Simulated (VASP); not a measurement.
# MgH3O in VASP: notebook

MgH3O is run at these levels: PBE; tasks: single point.

Program: VASP 6.6.1. These are calculated values, not measurements. Logs are shortened: lines on timing, memory, paths and dates and some standing lists are left out, and cuts for length are marked.

## (1) The cell of the first run

The cell holds a wire or tube with vacuum around it, 20 atoms: a = 15.200 Å, b = 14.700 Å, c = 3.826 Å, α = 90.00°, β = 90.00°, γ = 90.00°.

## (2) Single point, PBE

INCAR

```
SYSTEM = MgH3O
ALGO     = Normal         ! electronic algorithm
EDIFF    = 1E-6           ! SCF threshold, eV
ENCUT    = 520            ! plane-wave cutoff, eV
GGA      = PE             ! functional
ISIF     = 2              ! what is computed and relaxed
ISMEAR   = 0              ! smearing method
LASPH    = .True.         ! aspherical terms in the spheres
LCHARG   = .True.         ! write CHGCAR
LELF     = .True.         ! ELF
LREAL    = Auto         
LVHAR    = .True.       
LWAVE    = .False.        ! write WAVECAR
NBANDS   = 38             ! bands
NELM     = 60             ! most SCF steps
PREC     = Accurate       ! precision mode
SIGMA    = 0.05           ! smearing width, eV
```

KPOINTS

```
k-points
0
Gamma
  1 1 7
  0 0 0
```

POSCAR

```
MgH3O
1.0
   15.2000000000      0.0000000000      0.0000000000
    0.0000000000     14.7000000000      0.0000000000
    0.0000000000      0.0000000000      3.8257926120
Mg O H
4 4 12
Direct
    0.5000000000      0.4938416205     -0.1779626950
    0.3834201100      0.4245626309      0.3223362713
    0.6165798900      0.4245626309      0.3223362713
    0.5000000000      0.6328453085      0.3223427005
    0.5000000000      0.4938726069      0.3220130185
    0.3793897168      0.4220890151      0.8219936677
    0.6206102832      0.4220890151      0.8219936677
    0.5000000000      0.6377784306      0.8219339877
    0.3687538874      0.2540236111      0.3686800170
    0.2423402766      0.5151241047      0.3665873867
    0.6312461126      0.2540236111      0.3686800170
    0.7576597234      0.5151241047      0.3665873867
    0.3573375586      0.7217191992      0.3609786815
    0.6426624414      0.7217191992      0.3609786815
    0.3694637631      0.2643714348      1.1747594786
    0.2513457959      0.5087861398      1.1731975233
    0.6305362369      0.2643714348      1.1747594786
    0.7486542041      0.5087861398      1.1731975233
    0.3676666024      0.7157288899      1.1685704329
    0.6323333976      0.7157288899      1.1685704329
```

Potentials or basis: VASP PAW PBE potentials, release 64 (Mg, O, H).

Launch:

```sh
$ cat potpaw_PBE.64/Mg/POTCAR potpaw_PBE.64/O/POTCAR potpaw_PBE.64/H/POTCAR > POTCAR
$ mpirun -np 1 vasp_std > vasp.out
```

OUTCAR:

```text
SYSTEM = MgH3O
   EDIFF = 1E-6
   ENCUT = 520
   GGA = PE
   ISIF = 2
   ISMEAR = 0
   LASPH = .True.
   LREAL = Auto
   NELM = 60
   PREC = Accurate

 ion  position               nearest neighbor table
   1  0.500  0.494  0.822-   5 1.91   5 1.91   7 2.12   6 2.12   8 2.12   4 2.80   2 2.80   3 2.80
                             4 2.80   3 2.80   2 2.80
   2  0.383  0.425  0.322-   6 1.91   6 1.92   5 2.04   1 2.80   1 2.80   4 3.54   3 3.54
   3  0.617  0.425  0.322-   7 1.91   7 1.92   5 2.04   1 2.80   1 2.80   4 3.54   2 3.54
   4  0.500  0.633  0.322-   8 1.91   8 1.92   5 2.04   1 2.80   1 2.80   2 3.54   3 3.54
   5  0.500  0.494  0.322-   1 1.91   1 1.91   4 2.04   3 2.04   2 2.04
   6  0.379  0.422  0.822-   2 1.91   2 1.92   1 2.12
   7  0.621  0.422  0.822-   3 1.91   3 1.92   1 2.12
   8  0.500  0.638  0.822-   4 1.91   4 1.92   1 2.12
   9  0.369  0.254  0.369-  15 0.76
  10  0.242  0.515  0.367-  16 0.76
  11  0.631  0.254  0.369-  17 0.76
  12  0.758  0.515  0.367-  18 0.76
  13  0.357  0.722  0.361-  19 0.76
  14  0.643  0.722  0.361-  20 0.76
  15  0.369  0.264  0.175-   9 0.76
  16  0.251  0.509  0.173-  10 0.76
  17  0.631  0.264  0.175-  11 0.76
  18  0.749  0.509  0.173-  12 0.76
  19  0.368  0.716  0.169-  13 0.76
  20  0.632  0.716  0.169-  14 0.76

  LATTYP: Found a simple orthorhombic cell.
 ALAT       =     3.8257926120
 B/A-ratio  =     3.8423410495
 C/A-ratio  =     3.9730329219

  Lattice vectors:

 A1 = (   0.0000000000,   0.0000000000,  -3.8257926120)
 A2 = (   0.0000000000,  14.7000000000,   0.0000000000)
 A3 = (  15.2000000000,   0.0000000000,   0.0000000000)

Analysis of symmetry for initial positions (statically):
=====================================================================
 Subroutine PRICEL returns:
 Original cell was already a primitive cell.

 Routine SETGRP: Setting up the symmetry group for a
 simple orthorhombic supercell.

 Subroutine GETGRP returns: Found  2 space group operations
 (whereof  2 operations were pure point group operations)
 out of a pool of  8 trial point group operations.

The static configuration has the point symmetry C_1h.

Analysis of symmetry for dynamics (positions and initial velocities):
=====================================================================
 Subroutine PRICEL returns:
 Original cell was already a primitive cell.

 Routine SETGRP: Setting up the symmetry group for a
 simple orthorhombic supercell.
[... 124 lines left out ...]
   IBRION =     -1    ionic relax: 0-MD 1-quasi-New 2-CG
   NFREE  =      0    steps in history (QN), initial steepest desc. (CG)
   ISIF   =      2    stress and relaxation
   ISYM   =      2    0-nonsym 1-usesym 2-fastsym
   POTIM  = 0.5000    time-step for ionic-motion
   TEBEG  =    0.0;   TEEND  =   0.0 temperature during run
   PSTRESS=    0.0 pullay stress
   NELECT =      44.0000    total number of electrons
   NUPDOWN=      -1.0000    fix difference up-down
   EMIN   =  10.00;   EMAX   =-10.00  energy-range for DOS
   EFERMI =   0.00;   METHOD = LEGACY
   ISMEAR =     0;   SIGMA  =   0.05  broadening in eV -4-tet -1-fermi 0-gaus
   EFERMI_NEDOS =   21; number of points for ismear=-14 and -15
   IALGO  =     38    algorithm
   IMIX   =      4    mixing-type and parameters
     AMIX     =   0.40;   BMIX     =  1.00
     AMIX_MAG =   1.60;   BMIX_MAG =  1.00
  volume/ion in A,a.u.               =      42.74       288.44
  Fermi-wavevector in a.u.,A,eV,Ry     =   0.608973  1.150793  5.045700  0.370849
  Thomas-Fermi vector in A             =   1.663999
   LORBIT       =      0    0 simple, 1 ext, 2 COOP (PROOUT), +10 PAW based schemes
   GGA     = PE    functional components
   LHFCALC =     F    Hartree Fock is set to
   AEXX    =    0.0000 exact exchange contribution
   IVDW    =     0    specifies the selected vdW correction
   LEPSILON=     F    determine dielectric tensor
   LRPA    =     F    only Hartree local field effects (RPA)
 non-spin polarized calculation
 Gauss-broadening in eV      SIGMA  =   0.05
  energy-cutoff  :      520.00
  volume of cell :      854.84
 maximum number of plane-waves:     23080
 NGX is ok and might be reduce to   120
   NGX = 57   NGY = 55   NGZ = 15

 number of electron      43.9999999 magnetization

 Free energy of the ion-electron system (eV)
  ---------------------------------------------------
  ext. energy  EPLUGINS =         0.00000000
  ---------------------------------------------------
  free energy    TOTEN  =       -82.88793597 eV

  energy without entropy =      -82.88793597  energy(sigma->0) =      -82.88793597

 E-fermi :  -3.6612     XC(G=0):  -2.6463

 val. band max:       -3.9593423468   @ k =   0.0000   0.0000   0.0000
 cond. band min:      -0.0570187117   @ k =   0.0000   0.0000   0.0000
 fundamental gap:      3.9023236351
 Fermi energy:        -3.6612076703

 k-point     1 :       0.0000    0.0000    0.0000
  band No.  band energies     occupation
      1     -20.7095      2.00000
      2     -19.0195      2.00000
      3     -19.0147      2.00000
      4     -18.9319      2.00000
      5     -10.1103      2.00000
      6     -10.1073      2.00000
[... 137 lines left out ...]
     33       2.3246      0.00000
     34       2.3594      0.00000
 [bands above 34 left out]

------------------------ aborting loop because EDIFF is reached ----------------------------------------

  FORCE on cell =-STRESS in cart. coord.  units (eV):
  Direction    XX          YY          ZZ          XY          YZ          ZX
  --------------------------------------------------------------------------------------
  -------------------------------------------------------------------------------------
  Total       -0.3223628     -0.3048116     -0.3830675      0.0000000     -0.0222020      0.0000000
  in kB       -0.6041895     -0.5712940     -0.7179654      0.0000000     -0.0416122      0.0000000
  external PRESSURE =      -0.6311496 kB  Pullay stress =       0.0000000 kB

 VOLUME and BASIS-vectors are now :
 -----------------------------------------------------------------------------
  energy-cutoff  :      520.00
  volume of cell :      854.84
      direct lattice vectors                 reciprocal lattice vectors
    15.200000000  0.000000000  0.000000000     0.065789474  0.000000000  0.000000000
     0.000000000 14.700000000  0.000000000     0.000000000  0.068027211  0.000000000
     0.000000000  0.000000000  3.825792612     0.000000000  0.000000000  0.261383745

 POSITION                                       TOTAL-FORCE (eV/Angst)
 -----------------------------------------------------------------------------------
      7.60000      7.25947      3.14494         0.000000     -0.005642     -0.000982
      5.82799      6.24107      1.23319         0.007192      0.002018      0.005942
      9.37201      6.24107      1.23319        -0.007192      0.002018      0.005942
      7.60000      9.30283      1.23322         0.000000     -0.004766      0.004171
      7.60000      7.25993      1.23196         0.000000     -0.003004     -0.003230
      5.76672      6.20471      3.14478        -0.001872      0.001237     -0.004106
[... 12 lines left out ...]
      5.58853     10.52121      0.64492        -0.001183      0.002421      0.001667
      9.61147     10.52121      0.64492         0.001183      0.002421      0.001667
 -----------------------------------------------------------------------------------
    total drift:                                0.000000     -0.013834      0.000001

  FREE ENERGIE OF THE ION-ELECTRON SYSTEM (eV)
  ---------------------------------------------------
  free  energy   TOTEN  =       -82.8879359721 eV

  energy  without entropy=      -82.8879359721  energy(sigma->0) =      -82.88793597
```

stdout:

```text
POSCAR found type information on POSCAR MgO H
 POSCAR found :  3 types and      20 ions
 scaLAPACK will be used
 LDA part: xc-table for (Slater+PW92), standard interpolation
 POSCAR, INCAR and KPOINTS ok, starting setup
 FFT: planning ... GRIDC
 FFT: planning ... GRID_SOFT
 FFT: planning ... GRID
 WAVECAR not read
 entering main loop
```

Run time: 10 min. Hardware: 1 thread of Intel Xeon 8259CL, shared host; peak memory 0.77 GiB.

Results:

```
Free energy            : -82.8879 eV
Largest force          : 0.020 eV/Å
Band gap on the k mesh : 3.90 eV
```

Forces on the atoms (eV/Å):
```
Mg   0.000 -0.006 -0.001
Mg   0.007  0.002  0.006
Mg  -0.007  0.002  0.006
Mg   0.000 -0.005  0.004
O    0.000 -0.003 -0.003
O   -0.002  0.001 -0.004
O    0.002  0.001 -0.004
O    0.000 -0.002  0.002
H    0.001  0.000  0.006
H    0.007 -0.005 -0.018
H   -0.001  0.000  0.006
H   -0.007 -0.005 -0.018
H    0.004 -0.002 -0.003
H   -0.004 -0.002 -0.003
H    0.000  0.005 -0.005
H   -0.004  0.003  0.016
H    0.000  0.005 -0.005
H    0.004  0.003  0.016
H   -0.001  0.002  0.002
H    0.001  0.002  0.002
```

(Part 1 of 2 ends here.)
